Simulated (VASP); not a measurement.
Write the native input for VASP 6.6.1 that does the following.

```
Task                   : single point
Functional             : PBEsol
Potentials or basis    : VASP PAW PBE potentials, release 64 (Zr_sv, Si)
Cutoff                 : 520 eV
k mesh                 : 6 × 6 × 10
Occupations            : gaussian, width 0.1 eV
Spin                   : no spin polarisation
Dipole correction      : no
Further INCAR settings : ALGO = Fast; EDIFF = 1e-06; NBANDS = 55
```

The structure of Zr3Si2 lies in POSCAR:

```
Zr3Si2
1.0
    6.9242662624      0.0000000000      0.0000000000
    0.0000000000      6.9242662624      0.0000000000
    0.0000000000      0.0000000000      3.5716009216
Zr Si
6 4
Direct
    0.1751576967      0.6751576967      0.5000000000
    0.8248423033      0.3248423033      0.5000000000
    0.3248423033      0.1751576967      0.5000000000
    0.6751576967      0.8248423033      0.5000000000
    0.0000000000      0.0000000000      0.0000000000
    0.5000000000      0.5000000000      0.0000000000
    0.6220279605      0.1220279605      0.0000000000
    0.3779720395      0.8779720395      0.0000000000
    0.8779720395      0.6220279605      0.0000000000
    0.1220279605      0.3779720395      0.0000000000
```

This cell differs from its parent crystal: equal strain along all axes, cell held: -2.0 %, then relaxed in part.

The input as run:

INCAR

```
PREC = Accurate ; ENCUT = 520
EDIFF = 1E-6 ; ISMEAR = 0
SIGMA = 0.1 ; LREAL = F
LASPH = T ; NELM = 100
ALGO = Fast ; ISIF = 2
LWAVE = F ; LCHARG = F
GGA = PS ; NBANDS = 55
```

KPOINTS

```
regular mesh
0
Gamma
  6 6 10
```

Potentials or basis: VASP PAW PBE potentials, release 64 (Zr_sv, Si).

Launch:

```sh
$ cat potpaw_PBE.64/Zr_sv/POTCAR potpaw_PBE.64/Si/POTCAR > POTCAR
$ mpirun -np 1 vasp_std > vasp.out
```

Results of the run:

| Quantity | Value |
| --- | --- |
| Pressure | 10.0 GPa |
| Largest force | 0.006 eV/Å |
| Band gap on the k mesh | zero (band 44 reaches 10.84 eV, above the bottom of band 45 at 9.69 eV) |

Caveat: the cell differs from its parent crystal (equal strain along all axes, cell held: -2.0 %, then relaxed in part); the PAW data sets were made with another functional, which shifts forces and pressure a little.

It took 11 min on 1 thread of Intel(R) Xeon(R) 6975P-C (Granite Rapids), with other jobs on the host, peak memory 0.53 GiB.
